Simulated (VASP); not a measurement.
# Sn (Pm-3m) in VASP: a series of runs, part 2 of 2

VASP 6.6.1. Earlier steps stand in the parts before.

## (4) Relaxation of cell and atoms, PBE, target pressure 16 GPa, at which the enthalpy is minimised

INCAR

```
SYSTEM = Sn
PREC = Accurate
ENCUT = 600
EDIFF = 1E-6
ISMEAR = -1
SIGMA = 0.1
LREAL = .FALSE.
LASPH = .TRUE.
NELM = 80
ALGO = Normal
ISIF = 3
LWAVE = .FALSE.
LCHARG = .FALSE.
GGA = PE
IBRION = 2
NSW = 32
EDIFFG = -0.005
PSTRESS = 160.0
```

KPOINTS

```
Automatic mesh
0
G
  13 13 13
  0 0 0
```

POSCAR

```
Sn
1.0
    2.8825953488      0.0000000000      0.0000000000
    0.0000000000      2.8825953488      0.0000000000
    0.0000000000      0.0000000000      2.8825953488
Sn
1
Direct
    0.0000000000      0.0000000000      0.0000000000
```

Potentials or basis: VASP PAW PBE potentials, release 64 (Sn_d).

The run is started by

```console
$ cat potpaw_PBE.64/Sn_d/POTCAR > POTCAR
$ mpirun -np 1 vasp_std > vasp.out
```

OUTCAR:

```text
SYSTEM = Sn
   PREC = Accurate
   ENCUT = 600
   EDIFF = 1E-6
   ISMEAR = -1
   LREAL = .FALSE.
   LASPH = .TRUE.
   NELM = 80
   ISIF = 3
   GGA = PE
   IBRION = 2
   NSW = 32
   EDIFFG = -0.005
   PSTRESS = 160.0

 ion  position               nearest neighbor table
   1  0.000  0.000  0.000-

  LATTYP: Found a simple cubic cell.
 ALAT       =     2.8825953488

  Lattice vectors:

 A1 = (   2.8825953488,   0.0000000000,   0.0000000000)
 A2 = (   0.0000000000,   2.8825953488,   0.0000000000)
 A3 = (   0.0000000000,   0.0000000000,   2.8825953488)

Analysis of symmetry for initial positions (statically):
=====================================================================
 Subroutine PRICEL returns:
 Original cell was already a primitive cell.

 Routine SETGRP: Setting up the symmetry group for a
 simple cubic supercell.

 Subroutine GETGRP returns: Found 48 space group operations
 (whereof 48 operations were pure point group operations)
 out of a pool of 48 trial point group operations.

The static configuration has the point symmetry O_h .

Analysis of symmetry for dynamics (positions and initial velocities):
=====================================================================
 Subroutine PRICEL returns:
 Original cell was already a primitive cell.

 Routine SETGRP: Setting up the symmetry group for a
 simple cubic supercell.

 Subroutine GETGRP returns: Found 48 space group operations
 (whereof 48 operations were pure point group operations)
 out of a pool of 48 trial point group operations.

The dynamic configuration has the point symmetry O_h .

 Subroutine INISYM returns: Found 48 space group operations
 (whereof 48 operations are pure point group operations),
 and found     1 'primitive' translations

----------------------------------------------------------------------------------------

                                     Primitive cell

  volume of cell :      23.9525

  direct lattice vectors                    reciprocal lattice vectors
     2.882595349  0.000000000  0.000000000     0.346909600  0.000000000  0.000000000
     0.000000000  2.882595349  0.000000000     0.000000000  0.346909600  0.000000000
     0.000000000  0.000000000  2.882595349     0.000000000  0.000000000  0.346909600

  length of vectors
     2.882595349  2.882595349  2.882595349     0.346909600  0.346909600  0.346909600

  position of ions in fractional coordinates (direct lattice)
     0.000000000  0.000000000  0.000000000

  ion indices of the primitive-cell ions
   primitive index   ion index
                 1           1

----------------------------------------------------------------------------------------

 KPOINTS: Automatic mesh

Automatic generation of k-mesh.
 Grid dimensions read from file:
 generate k-points for:   13   13   13

 Generating k-lattice:

[... 43 lines left out ...]
   k-points           NKPTS =     84   k-points in BZ     NKDIM =     84   number of bands    NBANDS=     11
   number of dos      NEDOS =    301   number of ions     NIONS =      1
   total plane-waves  NPLWV =  13824
   dimension x,y,z NGX =    24 NGY =   24 NGZ =   24
   dimension x,y,z NGXF=    48 NGYF=   48 NGZF=   48
   ions per type =               1
   NGX,Y,Z   is equivalent  to a cutoff of  13.84, 13.84, 13.84 a.u.
   NGXF,Y,Z  is equivalent  to a cutoff of  27.68, 27.68, 27.68 a.u.
 SYSTEM =  Sn
   PREC   = accura    normal or accurate (medium, high low for compatibility)
   ISTART =      0    job   : 0-new  1-cont  2-samecut
   ICHARG =      2    charge: 1-file 2-atom 10-const
   ISPIN  =      1    spin polarized calculation?
   LNONCOLLINEAR =      F non collinear calculations
   LSORBIT =      F    spin-orbit coupling
   LASPH  =      T    aspherical Exc in radial PAW
   ENCUT  =  600.0 eV  44.10 Ry    6.64 a.u.   5.76  5.76  5.76*2*pi/ulx,y,z
   NELM   =     80;   NELMIN=  2; NELMDL= -5     # of ELM steps
   EDIFF  = 0.1E-05   stopping-criterion for ELM
   LREAL  =      F    real-space projection
   EDIFFG = -.5E-02   stopping-criterion for IOM
   NSW    =     32    number of steps for IOM
   IBRION =      2    ionic relax: 0-MD 1-quasi-New 2-CG
   NFREE  =      1    steps in history (QN), initial steepest desc. (CG)
   ISIF   =      3    stress and relaxation
   ISYM   =      2    0-nonsym 1-usesym 2-fastsym
   POTIM  = 0.5000    time-step for ionic-motion
   TEBEG  =    0.0;   TEEND  =   0.0 temperature during run
   PSTRESS=  160.0 pullay stress
   NELECT =      14.0000    total number of electrons
   NUPDOWN=      -1.0000    fix difference up-down
   EMIN   =  10.00;   EMAX   =-10.00  energy-range for DOS
   EFERMI =   0.00;   METHOD = LEGACY
   ISMEAR =    -1;   SIGMA  =   0.10  broadening in eV -4-tet -1-fermi 0-gaus
   EFERMI_NEDOS =   21; number of points for ismear=-14 and -15
   IALGO  =     38    algorithm
   IMIX   =      4    mixing-type and parameters
     AMIX     =   0.40;   BMIX     =  1.00
     AMIX_MAG =   1.60;   BMIX_MAG =  1.00
  volume/ion in A,a.u.               =      23.95       161.64
  Fermi-wavevector in a.u.,A,eV,Ry     =   1.368781  2.586620 25.491334  1.873560
  Thomas-Fermi vector in A             =   2.494714
   LORBIT       =      0    0 simple, 1 ext, 2 COOP (PROOUT), +10 PAW based schemes
   GGA     = PE    functional components
   LHFCALC =     F    Hartree Fock is set to
   AEXX    =    0.0000 exact exchange contribution
   IVDW    =     0    specifies the selected vdW correction
   LEPSILON=     F    determine dielectric tensor
   LRPA    =     F    only Hartree local field effects (RPA)
 conjugate gradient relaxation of ions
 non-spin polarized calculation
  energy-cutoff  :      600.00
  volume of cell :       23.95
 maximum number of plane-waves:       813
 NGX is ok and might be reduce to    24
   NGX = 11   NGY = 11   NGZ = 11

--------------------------------------- Ionic step        1  -------------------------------------------

 number of electron      14.0000005 magnetization

 Free energy of the ion-electron system (eV)
  ---------------------------------------------------
  ext. energy  EPLUGINS =         0.00000000
  ---------------------------------------------------
  free energy    TOTEN  =        -3.56356526 eV

  energy without entropy =       -3.54920163  energy(sigma->0) =       -3.55638345

------------------------ aborting loop because EDIFF is reached ----------------------------------------

  FORCE on cell =-STRESS in cart. coord.  units (eV):
  Direction    XX          YY          ZZ          XY          YZ          ZX
  --------------------------------------------------------------------------------------
  -------------------------------------------------------------------------------------
  Total        2.3807684      2.3807684      2.3807684     -0.0000000     -0.0000000      0.0000000
  in kB      159.2489889    159.2489889    159.2489889     -0.0000000     -0.0000000      0.0000000
  external PRESSURE =      -0.7510111 kB  Pullay stress =     160.0000000 kB
[... 61 lines left out ...]
--------------------------------------- Ionic step        3  -------------------------------------------

 number of electron      14.0000005 magnetization

 Free energy of the ion-electron system (eV)
  ---------------------------------------------------
  ext. energy  EPLUGINS =         0.00000000
  ---------------------------------------------------
  free energy    TOTEN  =        -3.56261285 eV

  energy without entropy =       -3.54825271  energy(sigma->0) =       -3.55543278

 E-fermi :   9.6203     XC(G=0): -10.8590

 val. band max:        9.5670879213   @ k =   0.2308   0.0000   0.0000
 cond. band min:       9.6570782783   @ k =   0.4615   0.3846   0.2308
 fundamental gap:      0.0899903570
 Fermi energy:         9.6202863237

 k-point     1 :       0.0000    0.0000    0.0000
  band No.  band energies     occupation
      1     -12.3989      2.00000
      2     -12.3989      2.00000
      3     -11.7388      2.00000
      4     -11.7388      2.00000
      5     -11.7388      2.00000
      6      -2.6231      2.00000
      7      15.6131      0.00000
      8      15.6131      0.00000
      9      15.6131      0.00000
     10      19.0178      0.00000
     11      19.0178      0.00000
[... 309 lines left out ...]
 k-point    24 :       0.3846    0.3077    0.0000
  band No.  band energies     occupation
      1     -12.1872      2.00000
      2     -12.0608      2.00000
      3     -11.8786      2.00000
      4     -11.8412      2.00000
      5     -11.7480      2.00000
      6       1.8754      2.00000
      7       7.1044      2.00000
      8      10.1033      0.01585
      9      15.7431      0.00000
     10      20.2584      0.00000
     11      22.5100      0.00000

 [... further k-points ...]

------------------------ aborting loop because EDIFF is reached ----------------------------------------

  FORCE on cell =-STRESS in cart. coord.  units (eV):
  Direction    XX          YY          ZZ          XY          YZ          ZX
  --------------------------------------------------------------------------------------
  -------------------------------------------------------------------------------------
  Total        2.3925334      2.3925334      2.3925334     -0.0000000      0.0000000      0.0000000
  in kB      160.0996654    160.0996654    160.0996654     -0.0000000      0.0000000      0.0000000
  external PRESSURE =       0.0996654 kB  Pullay stress =     160.0000000 kB
[... 20 lines left out ...]
  energy  without entropy=       -3.5482527117  energy(sigma->0) =       -3.55543278

  enthalpy is  TOTEN    =        -1.1715688076 eV   P V=        2.3910440469

 reached required accuracy - stopping structural energy minimisation
```

CONTCAR:

```text
Sn
   1.00000000000000
     2.8822129076178946    0.0000000000000000    0.0000000000000000
    -0.0000000000000000    2.8822129076178946    0.0000000000000000
     0.0000000000000000   -0.0000000000000000    2.8822129076178946
  Sn
     1
Direct
     0.0000000000000000    0.0000000000000000    0.0000000000000000

  0.00000000E+00  0.00000000E+00  0.00000000E+00
```

Wall time 32 s (1 thread of Intel Xeon 8259CL, shared host); peak memory 0.16 GiB.

Results:

```
Free energy                                                : -3.5626 eV
Relaxed volume                                             : 23.94 Å³/atom
Relaxed cell                                               : a = 2.882 Å, b = 2.882 Å, c = 2.882 Å, α = 90.00°, β = 90.00°, γ = 90.00°
Space group after relaxing (to 0.1 Å)                      : Pm-3m (No. 221)
Energy change on relaxing (the run minimises the enthalpy) : +1.0 meV/atom
Ionic steps                                                : 3
Pressure after relaxing                                    : 16.0 GPa
Band gap on the k mesh                                     : zero (bands 7 and 8 overlap by 8.32 eV)
```

Step by step:
```csv
step,energy change (eV),largest force (eV/Å),pressure (GPa),volume (Å³)
1,0.0000,0.0000,15.92,23.95
2,0.0039,0.0000,16.23,23.91
3,0.0010,0.0000,16.01,23.94
```

Final structure:
```xyz
1
Lattice="2.8822 0.0000 0.0000 0.0000 2.8822 0.0000 0.0000 0.0000 2.8822" Properties=species:S:1:pos:R:3 pbc="T T T"
Sn    0.0000    0.0000    0.0000
```

Caveat: the cell is relaxed towards a set pressure, so the run minimises the enthalpy, not the energy; spin-orbit coupling is left out, which moves the levels of the heavy elements.

## (5) Summary

| task | cell | cutoff (eV) | gap on the mesh (eV) | pressure (GPa) |
| --- | --- | --- | --- | --- |
| single point | a = 2.883 Å, 1 atom | 520 | none | 15.9 |
| relaxation of cell and atoms | relaxed to 16 GPa from a = 2.870 Å, 1 atom | 600 | none | 16.0 |
| relaxation of cell and atoms | relaxed to 16 GPa from a = 2.883 Å, 1 atom | 600 | none | 16.0 |

Alike in all rows: level PBE; potentials or basis VASP PAW PBE potentials, release 64 (Sn_d); no spin polarisation; k mesh 13 × 13 × 13; smearing fermi-dirac 0.1 eV.

Caveats: spin-orbit coupling is left out, which moves the levels of the heavy elements; the cell is relaxed towards a set pressure, so the run minimises the enthalpy, not the energy (at least some runs); the cell stands under pressure (at least some runs).

Absolute energies hang on the potentials; compare differences alone.
